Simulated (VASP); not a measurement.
Write the native input for VASP 6.6.1 that does the following.

* Task: single point
* Functional: PBE
* Potentials or basis: VASP PAW PBE potentials, release 64 (Bi_d, As)
* Cutoff: 520 eV
* k mesh: 16 × 16 × 16
* Occupations: gaussian, width 0.1 eV
* Spin: no spin polarisation
* Dipole correction: no
* Further INCAR settings: ALGO = Normal; EDIFF = 1e-06; NBANDS = 17

The structure of BiAs lies in POSCAR:

```
BiAs
1.0
    0.0000000000      3.0165952298      3.0165952298
    3.0165952298      0.0000000000      3.0165952298
    3.0165952298      3.0165952298      0.0000000000
Bi As
1 1
Direct
    0.5000000000      0.5000000000      0.5000000000
    0.0000000000      0.0000000000      0.0000000000
```

One way to write it, as run:

INCAR

```
SYSTEM = BiAs
PREC = Accurate ; ENCUT = 520
EDIFF = 1E-6 ; ISMEAR = 0
SIGMA = 0.1 ; LREAL = .False.
LASPH = .True. ; NELM = 100
ALGO = Normal ; ISIF = 2
LWAVE = .False. ; LCHARG = .True.
GGA = PE ; LELF = .True.
LVHAR = .True. ; NBANDS = 17
```

KPOINTS

```
regular mesh
0
Gamma
  16 16 16
  0 0 0
```

Potentials or basis: VASP PAW PBE potentials, release 64 (Bi_d, As).

Run with:

```sh
$ cat potpaw_PBE.64/Bi_d/POTCAR potpaw_PBE.64/As/POTCAR > POTCAR
$ mpirun -np 1 vasp_std > vasp.out
```

It gave:

```
Pressure               : 0.0 GPa
Band gap on the k mesh : zero (band 10 reaches 6.14 eV, above the bottom of band 11 at 6.12 eV)
```

Caveat: spin-orbit coupling is left out, which moves the levels of the heavy elements.

It took 32 s on 1 thread of Intel(R) Xeon(R) 6975P-C (Granite Rapids) (shared host), peak memory 0.27 GiB.
